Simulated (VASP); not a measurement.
# Pt in VASP: notebook, part 2 of 2

VASP 6.6.1.

### Step 4. Single point, PBEsol (strain -0.015 along x and y, -0.015 along z)

INCAR reads:

```
SYSTEM = Pt
PREC = Accurate ; ENCUT = 520
EDIFF = 1E-7 ; ISMEAR = 0
SIGMA = 0.15 ; LREAL = .FALSE.
LASPH = .TRUE. ; NELM = 100
ALGO = Normal ; ISIF = 2
LWAVE = .FALSE. ; LCHARG = .TRUE.
GGA = PS ; LELF = .TRUE.
LVHAR = .TRUE. ; NBANDS = 11
```

KPOINTS reads:

```
regular mesh
0
G
  20 20 20
  0 0 0
```

POSCAR reads:

```
Pt
1.0
    0.0000000000      1.9285315000      1.9285315000
    1.9285315000      0.0000000000      1.9285315000
    1.9285315000      1.9285315000      0.0000000000
Pt
1
Direct
    0.0000000000      0.0000000000      0.0000000000
```

Potentials or basis: VASP PAW PBE potentials, release 64 (Pt).

Command:

```
$ cat potpaw_PBE.64/Pt/POTCAR > POTCAR
$ mpirun -np 1 vasp_std > vasp.out
```

OUTCAR:

```text
SYSTEM = Pt
   PREC = Accurate
   ENCUT = 520
   EDIFF = 1E-7
   ISMEAR = 0
   LREAL = .FALSE.
   LASPH = .TRUE.
   NELM = 100
   ISIF = 2
   GGA = PS

 ion  position               nearest neighbor table
   1  0.000  0.000  0.000-

  LATTYP: Found a face centered cubic cell.
 ALAT       =     3.8570630000

  Lattice vectors:

 A1 = (   0.0000000000,   1.9285315000,   1.9285315000)
 A2 = (   1.9285315000,   0.0000000000,   1.9285315000)
 A3 = (   1.9285315000,   1.9285315000,   0.0000000000)

Analysis of symmetry for initial positions (statically):
=====================================================================
 Subroutine PRICEL returns:
 Original cell was already a primitive cell.

 Routine SETGRP: Setting up the symmetry group for a
 face centered cubic supercell.

 Subroutine GETGRP returns: Found 48 space group operations
 (whereof 48 operations were pure point group operations)
 out of a pool of 48 trial point group operations.

The static configuration has the point symmetry O_h .

Analysis of symmetry for dynamics (positions and initial velocities):
=====================================================================
 Subroutine PRICEL returns:
 Original cell was already a primitive cell.

 Routine SETGRP: Setting up the symmetry group for a
 face centered cubic supercell.

 Subroutine GETGRP returns: Found 48 space group operations
 (whereof 48 operations were pure point group operations)
 out of a pool of 48 trial point group operations.

The dynamic configuration has the point symmetry O_h .

 Subroutine INISYM returns: Found 48 space group operations
 (whereof 48 operations are pure point group operations),
 and found     1 'primitive' translations

----------------------------------------------------------------------------------------

                                     Primitive cell

  volume of cell :      14.3453

[... 107 lines left out ...]
  volume/ion in A,a.u.               =      14.35        96.81
  Fermi-wavevector in a.u.,A,eV,Ry     =   1.451570  2.743070 28.668245  2.107057
  Thomas-Fermi vector in A             =   2.569052
   LORBIT       =      0    0 simple, 1 ext, 2 COOP (PROOUT), +10 PAW based schemes
   GGA     = PS    functional components
   LHFCALC =     F    Hartree Fock is set to
   AEXX    =    0.0000 exact exchange contribution
   IVDW    =     0    specifies the selected vdW correction
   LEPSILON=     F    determine dielectric tensor
   LRPA    =     F    only Hartree local field effects (RPA)
 non-spin polarized calculation
 Gauss-broadening in eV      SIGMA  =   0.15
  energy-cutoff  :      520.00
  volume of cell :       14.35
 maximum number of plane-waves:       396
   NGX = 11   NGY = 11   NGZ = 11

 number of electron      10.0000000 magnetization

 number of electron       9.9999999 magnetization

 Free energy of the ion-electron system (eV)
  ---------------------------------------------------
  ext. energy  EPLUGINS =         0.00000000
  ---------------------------------------------------
  free energy    TOTEN  =        -6.94372268 eV

  energy without entropy =       -6.92564329  energy(sigma->0) =       -6.93468298

 E-fermi :  12.1004     XC(G=0): -13.9252

 val. band max:       12.0993673790   @ k =   0.4000   0.3500   0.0000
 cond. band min:      12.1062422432   @ k =  -0.4000   0.3500   0.1000
 fundamental gap:      0.0068748641
 Fermi energy:        12.1003730810

 k-point     1 :       0.0000    0.0000    0.0000
  band No.  band energies     occupation
      1       1.2126      2.00000
      2       7.9634      2.00000
      3       7.9634      2.00000
      4       7.9634      2.00000
      5      10.3284      2.00000
      6      10.3284      2.00000
      7      26.5548      0.00000
      8      31.7992      0.00000
      9      31.7992      0.00000
     10      31.7992      0.00000
     11      37.2820      0.00000
[... 309 lines left out ...]
 k-point    24 :      -0.3500    0.0500    0.0000
  band No.  band energies     occupation
      1       4.2152      2.00000
      2       8.0404      2.00000
      3       8.1364      2.00000
      4       8.9145      2.00000
      5      11.2385      2.00000
      6      11.9470      1.85188
      7      21.5414      0.00000
      8      27.1412      0.00000
      9      32.0748      0.00000
     10      33.6821      0.00000
     11      37.9162      0.00000

 [... further k-points ...]
[... 5 lines left out ...]
  --------------------------------------------------------------------------------------
  -------------------------------------------------------------------------------------
  Total        1.3461860      1.3461860      1.3461860      0.0000000      0.0000000      0.0000000
  in kB      150.3506960    150.3506960    150.3506960      0.0000000      0.0000000      0.0000000
  external PRESSURE =     150.3506960 kB  Pullay stress =       0.0000000 kB

 VOLUME and BASIS-vectors are now :
 -----------------------------------------------------------------------------
  energy-cutoff  :      520.00
  volume of cell :       14.35
      direct lattice vectors                 reciprocal lattice vectors
     0.000000000  1.928531500  1.928531500    -0.259264627  0.259264627  0.259264627
     1.928531500  0.000000000  1.928531500     0.259264627 -0.259264627  0.259264627
     1.928531500  1.928531500  0.000000000     0.259264627  0.259264627 -0.259264627

 POSITION                                       TOTAL-FORCE (eV/Angst)
 -----------------------------------------------------------------------------------
      0.00000      0.00000      0.00000         0.000000      0.000000      0.000000
 -----------------------------------------------------------------------------------
    total drift:                                0.000000      0.000000      0.000000

  FREE ENERGIE OF THE ION-ELECTRON SYSTEM (eV)
  ---------------------------------------------------
  free  energy   TOTEN  =        -6.9437226786 eV

  energy  without entropy=       -6.9256432885  energy(sigma->0) =       -6.93468298
```

stdout:

```text
POSCAR found type information on POSCAR Pt
 POSCAR found :  1 types and       1 ions
 scaLAPACK will be used
 -----------------------------------------------------------------------------
|                                                                             |
|                                                                             |
|     You enforced a specific xc type in the INCAR file but a different       |
|     I HOPE YOU KNOW WHAT YOU ARE DOING!                                     |
|                                                                             |
 -----------------------------------------------------------------------------

 LDA part: xc-table for (Slater+PW92), standard interpolation
 POSCAR, INCAR and KPOINTS ok, starting setup
 FFT: planning ... GRIDC
 FFT: planning ... GRID_SOFT
 FFT: planning ... GRID
 WAVECAR not read
 entering main loop
```

Wall time 23 s (1 thread of Intel Xeon Platinum 8375C at 2.90GHz (Ice Lake), shared host); peak memory 0.15 GiB.

What came out:

| Item | Value |
| --- | --- |
| Free energy | -6.9437 eV |
| Pressure | 15.0 GPa |
| Band gap on the k mesh | zero (band 5 reaches 12.64 eV, above the bottom of band 6 at 10.20 eV) |

Levels at points of the mesh, in eV from the Fermi level:
| k point | band 3 | band 4 | band 5 | band 6 | band 7 | band 8 |
| --- | --- | --- | --- | --- | --- | --- |
| (0.00, 0.00, 0.00) | -4.14 | -4.14 | -1.77 | -1.77 | 14.45 | 19.70 |
| (0.50, 0.00, 0.00) | -4.21 | -0.77 | 0.05 | 0.05 | 6.19 | 14.02 |
| (0.50, 0.50, 0.00) | 0.02 | 0.54 | 0.54 | 1.60 | 9.38 | 11.48 |

Caveat: the cell differs from its parent crystal (strain -0.015 along x and y, -0.015 along z); the PAW data sets were made with another functional, which shifts forces and pressure a little; spin-orbit coupling is left out, which moves the levels of the heavy elements.

### Step 5. Single point, PBEsol (strain +0.015 along x and y, +0.015 along z)

INCAR reads:

```
  ALGO = Normal
  EDIFF = 1E-6
  ENCUT = 520
  GGA = PS
  ISIF = 2
  ISMEAR = 0
  LASPH = True
  LCHARG = True
  LELF = True
  LREAL = False
  LVHAR = True
  LWAVE = False
  NBANDS = 11
  NELM = 100
  PREC = Accurate
  SIGMA = 0.15
```

KPOINTS reads:

```
k-points
0
Gamma
  20 20 20
```

POSCAR reads:

```
Pt
1.0
    0.0000000000      1.9872685000      1.9872685000
    1.9872685000      0.0000000000      1.9872685000
    1.9872685000      1.9872685000      0.0000000000
Pt
1
Direct
    0.0000000000      0.0000000000      0.0000000000
```

Command:

```
$ cat potpaw_PBE.64/Pt/POTCAR > POTCAR
$ mpirun -np 1 vasp_std > vasp.out
```

Wall time 35 s (1 thread of Intel Xeon Platinum 8375C at 2.90GHz (Ice Lake), shared host); peak memory 0.17 GiB.

Results (log left out):

- Free energy: -6.9500 eV
- Pressure: -11.3 GPa
- Band gap on the k mesh: zero (band 5 reaches 10.80 eV, above the bottom of band 6 at 8.72 eV)

Levels at points of the mesh, in eV from the Fermi level:
```tsv
k point	band 3	band 4	band 5	band 6	band 7	band 8
(0.00, 0.00, 0.00)	-3.57	-3.57	-1.53	-1.53	14.72	19.45
(0.50, 0.00, 0.00)	-3.62	-0.39	0.03	0.03	5.50	14.26
(0.50, 0.50, 0.00)	0.01	0.45	0.45	1.78	8.40	11.20
```

Caveat: the cell differs from its parent crystal (strain +0.015 along x and y, +0.015 along z); the PAW data sets were made with another functional, which shifts forces and pressure a little; spin-orbit coupling is left out, which moves the levels of the heavy elements.

### Step 6. The runs side by side

```csv
cell,gap on the mesh (eV),pressure (GPa)
"a = 2.831, b = 2.831, c = 2.852 Å, angles 59.8, 59.8, 60.5°, 1 atom",none,-17.4
"a = 2.686 Å, angles 60.0°, 1 atom",none,34.0
"a = 2.727 Å, angles 60.0°, 1 atom",none,15.0
"a = 2.810 Å, angles 60.0°, 1 atom",none,-11.3
```

Alike in all rows: task single point; level PBEsol; potentials or basis VASP PAW PBE potentials, release 64 (Pt); no spin polarisation; k mesh 20 × 20 × 20; cutoff (eV) 520; smearing gaussian 0.15 eV.

Caveats: the PAW data sets were made with another functional, which shifts forces and pressure a little; spin-orbit coupling is left out, which moves the levels of the heavy elements.

Total energies depend on the potentials used, so only differences within one code and one set of settings carry meaning.
